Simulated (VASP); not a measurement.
# CsSnBr3 (Pm-3m) in VASP: a series of runs, part 2 of 2

VASP 6.6.1.

## 3. Relaxation of cell and atoms, PBEsol

This run uses another cell than the first one, of 38.40 Å³/atom.

The input, INCAR:

```
  ALGO = Normal
  EDIFF = 1E-7
  EDIFFG = -0.005
  ENCUT = 600
  GGA = PS
  IBRION = 2
  ISIF = 3
  ISMEAR = 0
  KPAR = 2
  LASPH = T
  LCHARG = F
  LREAL = F
  LWAVE = F
  NELM = 80
  NSW = 90
  PREC = Accurate
  SIGMA = 0.03
```

The input, KPOINTS:

```
k-points
0
Gamma
  6 6 6
```

The input, POSCAR:

```
CsSnBr3                                 
1.0
    5.7688234695     -0.0000000000      0.0000000000
   -0.0000000000      5.7688234695     -0.0000000000
   -0.0000000000      0.0000000000      5.7688234695
  Cs              Sn              Br            
     1     1     3
Direct
     0.0000000000000000    0.0000000000000000    0.0000000000000000
     0.5000000000000000    0.5000000000000000    0.5000000000000000
     0.5000000000000000    0.0000000000000000    0.5000000000000000
     0.5000000000000000    0.5000000000000000    0.0000000000000000
     0.0000000000000000    0.5000000000000000    0.5000000000000000
```

Potentials or basis: VASP PAW PBE potentials, release 64 (Cs_sv, Sn_d, Br).

Started as:

```bash
$ cat potpaw_PBE.64/Cs_sv/POTCAR potpaw_PBE.64/Sn_d/POTCAR potpaw_PBE.64/Br/POTCAR > POTCAR
$ mpirun -np 2 vasp_std > vasp.out
```

OUTCAR:

```text
EDIFF = 1E-7
   EDIFFG = -0.005
   ENCUT = 600
   GGA = PS
   IBRION = 2
   ISIF = 3
   ISMEAR = 0
   LASPH = T
   LREAL = F
   NELM = 80
   NSW = 90
   PREC = Accurate

 ion  position               nearest neighbor table
   1  0.000  0.000  0.000-
   2  0.500  0.500  0.500-   3 2.88   4 2.88   5 2.88   4 2.88   3 2.88   5 2.88
   3  0.500  0.000  0.500-   2 2.88   2 2.88
   4  0.500  0.500  0.000-   2 2.88   2 2.88
   5  0.000  0.500  0.500-   2 2.88   2 2.88

  LATTYP: Found a simple cubic cell.
 ALAT       =     5.7688234695

  Lattice vectors:

 A1 = (   5.7688234695,   0.0000000000,   0.0000000000)
 A2 = (   0.0000000000,   5.7688234695,   0.0000000000)
 A3 = (   0.0000000000,   0.0000000000,   5.7688234695)

Analysis of symmetry for initial positions (statically):
=====================================================================
 Subroutine PRICEL returns:
 Original cell was already a primitive cell.

 Routine SETGRP: Setting up the symmetry group for a
 simple cubic supercell.

 Subroutine GETGRP returns: Found 48 space group operations
 (whereof 48 operations were pure point group operations)
 out of a pool of 48 trial point group operations.

The static configuration has the point symmetry O_h .

Analysis of symmetry for dynamics (positions and initial velocities):
=====================================================================
 Subroutine PRICEL returns:
 Original cell was already a primitive cell.

 Routine SETGRP: Setting up the symmetry group for a
 simple cubic supercell.

 Subroutine GETGRP returns: Found 48 space group operations
 (whereof 48 operations were pure point group operations)
 out of a pool of 48 trial point group operations.

The dynamic configuration has the point symmetry O_h .

 Subroutine INISYM returns: Found 48 space group operations
 (whereof 48 operations are pure point group operations),
 and found     1 'primitive' translations

[... 117 lines left out ...]
  Fermi-wavevector in a.u.,A,eV,Ry     =   1.001856  1.893233 13.656367  1.003715
  Thomas-Fermi vector in A             =   2.134305
   LORBIT       =      0    0 simple, 1 ext, 2 COOP (PROOUT), +10 PAW based schemes
   GGA     = PS    functional components
   LHFCALC =     F    Hartree Fock is set to
   AEXX    =    0.0000 exact exchange contribution
   IVDW    =     0    specifies the selected vdW correction
   LEPSILON=     F    determine dielectric tensor
   LRPA    =     F    only Hartree local field effects (RPA)
 conjugate gradient relaxation of ions
 non-spin polarized calculation
 Gauss-broadening in eV      SIGMA  =   0.03
  energy-cutoff  :      600.00
  volume of cell :      191.98
 maximum number of plane-waves:      6488
 NGX is ok and might be reduce to    48
   NGX = 23   NGY = 23   NGZ = 23

 number of electron      44.0000011 magnetization

 Free energy of the ion-electron system (eV)
  ---------------------------------------------------
  ext. energy  EPLUGINS =         0.00000000
  ---------------------------------------------------
  free energy    TOTEN  =       -16.80876003 eV

  energy without entropy =      -16.80876003  energy(sigma->0) =      -16.80876003

 E-fermi :   2.6383     XC(G=0):  -7.9954

 val. band max:        2.5283540820   @ k =   0.5000   0.5000   0.5000
 cond. band min:       2.7523211055   @ k =   0.5000   0.5000   0.5000
 fundamental gap:      0.2239670235
 Fermi energy:         2.6382665416

 k-point     1 :       0.0000    0.0000    0.0000
  band No.  band energies     occupation
      1     -19.9084      2.00000
      2     -19.7189      2.00000
      3     -19.7189      2.00000
      4     -19.6817      2.00000
      5     -19.6817      2.00000
      6     -19.6817      2.00000
[... 569 lines left out ...]
     25       2.7523      0.00000
     26       5.9230      0.00000

------------------------ aborting loop because EDIFF is reached ----------------------------------------

  FORCE on cell =-STRESS in cart. coord.  units (eV):
  Direction    XX          YY          ZZ          XY          YZ          ZX
  --------------------------------------------------------------------------------------
  -------------------------------------------------------------------------------------
  Total       -0.0231655     -0.0231655     -0.0231655     -0.0000000     -0.0000000     -0.0000000
  in kB       -0.1933260     -0.1933260     -0.1933260     -0.0000000     -0.0000000     -0.0000000
  external PRESSURE =      -0.1933260 kB  Pullay stress =       0.0000000 kB

 VOLUME and BASIS-vectors are now :
 -----------------------------------------------------------------------------
  energy-cutoff  :      600.00
  volume of cell :      191.98
      direct lattice vectors                 reciprocal lattice vectors
     5.768823470  0.000000000  0.000000000     0.173345571  0.000000000  0.000000000
     0.000000000  5.768823470  0.000000000     0.000000000  0.173345571  0.000000000
     0.000000000  0.000000000  5.768823470     0.000000000  0.000000000  0.173345571

 POSITION                                       TOTAL-FORCE (eV/Angst)
 -----------------------------------------------------------------------------------
      0.00000      0.00000      0.00000         0.000000      0.000000      0.000000
      2.88441      2.88441      2.88441         0.000000      0.000000      0.000000
      2.88441      0.00000      2.88441         0.000000      0.000000      0.000000
      2.88441      2.88441      0.00000         0.000000      0.000000      0.000000
      0.00000      2.88441      2.88441         0.000000      0.000000      0.000000
 -----------------------------------------------------------------------------------
    total drift:                                0.000000     -0.000000     -0.000000

  FREE ENERGIE OF THE ION-ELECTRON SYSTEM (eV)
  ---------------------------------------------------
  free  energy   TOTEN  =       -16.8087600294 eV

  energy  without entropy=      -16.8087600292  energy(sigma->0) =      -16.80876003

 reached required accuracy - stopping structural energy minimisation
```

CONTCAR:

```text
CsSnBr3
   1.00000000000000
     5.7688234695000000    0.0000000000000000    0.0000000000000000
     0.0000000000000000    5.7688234695000000    0.0000000000000000
     0.0000000000000000    0.0000000000000000    5.7688234695000000
  Cs              Sn              Br
     1     1     3
Direct
     0.0000000000000000    0.0000000000000000    0.0000000000000000
     0.5000000000000000    0.5000000000000000    0.5000000000000000
     0.5000000000000000    0.0000000000000000    0.5000000000000000
     0.5000000000000000    0.5000000000000000    0.0000000000000000
     0.0000000000000000    0.5000000000000000    0.5000000000000000

  0.00000000E+00  0.00000000E+00  0.00000000E+00
  0.00000000E+00  0.00000000E+00  0.00000000E+00
  0.00000000E+00  0.00000000E+00  0.00000000E+00
  0.00000000E+00  0.00000000E+00  0.00000000E+00
  0.00000000E+00  0.00000000E+00  0.00000000E+00
```

Run time: 64 s. Hardware: 2 MPI ranks of Intel Xeon Platinum 8488C (Sapphire Rapids), shared host; peak memory 0.39 GiB.

Results:

| Item | Value |
| --- | --- |
| Free energy | -16.8088 eV |
| Pressure after relaxing | 0.0 GPa |
| Band gap on the k mesh | 0.22 eV |

Final structure:
```cif
data_structure
_symmetry_space_group_name_H-M 'P 1'
_symmetry_Int_Tables_number 1
_cell_length_a 5.7688
_cell_length_b 5.7688
_cell_length_c 5.7688
_cell_angle_alpha 90.000
_cell_angle_beta 90.000
_cell_angle_gamma 90.000
_cell_volume 191.98
loop_
_atom_site_label
_atom_site_type_symbol
_atom_site_fract_x
_atom_site_fract_y
_atom_site_fract_z
_atom_site_occupancy
Cs1 Cs 0.00000 0.00000 0.00000 1
Sn1 Sn 0.50000 0.50000 0.50000 1
Br1 Br 0.50000 0.00000 0.50000 1
Br2 Br 0.50000 0.50000 0.00000 1
Br3 Br 0.00000 0.50000 0.50000 1
```

Caveat: the relaxation stopped at its first step, so nothing moved; the PAW data sets were made with another functional, which shifts forces and pressure a little; spin-orbit coupling is left out, which moves the levels of the heavy elements.
